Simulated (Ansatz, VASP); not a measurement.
## One calculation of Zn, two programs

```
Zn
1.0
    -1.54538    1.53007    1.57598
     1.54538   -1.53007    1.57598
     1.54538    1.53007   -1.57598
Zn
1
Direct
  0.00000 0.00000 0.00000
```

Change from the starting cell: normal strain along x +0.0100, normal strain along z +0.0300.

Alike in both runs: task single point; functional PBEsol; k mesh 20 × 20 × 20; occupations gaussian, width 0.15 eV; no spin polarisation.

|  | VASP | Ansatz |
| --- | --- | --- |
| version | VASP 6.6.1 | Ansatz 0.2.0 |
| potentials or method | VASP PAW PBE potentials, release 64 (Zn), cutoff 520 eV | scalar-relativistic, plane waves, PAW |
| valence electrons in the cell | 12 | 12 |

Ansatz gave:

```
gap on the k mesh at the Fermi level (eV)                     : none
pressure (GPa)                                                : -3.1
traceless stress, the component that is largest in VASP (GPa) : 0.76
```

Q: What did VASP give for the same quantities?

A: gap on the k mesh at the Fermi level (eV): none; pressure (GPa): -2.7; traceless stress, the component that is largest in VASP (GPa): 0.74.

VASP's potentials were made for PBE, not for PBEsol. A gap of «none» marks a metal or a gap that the smearing closes.
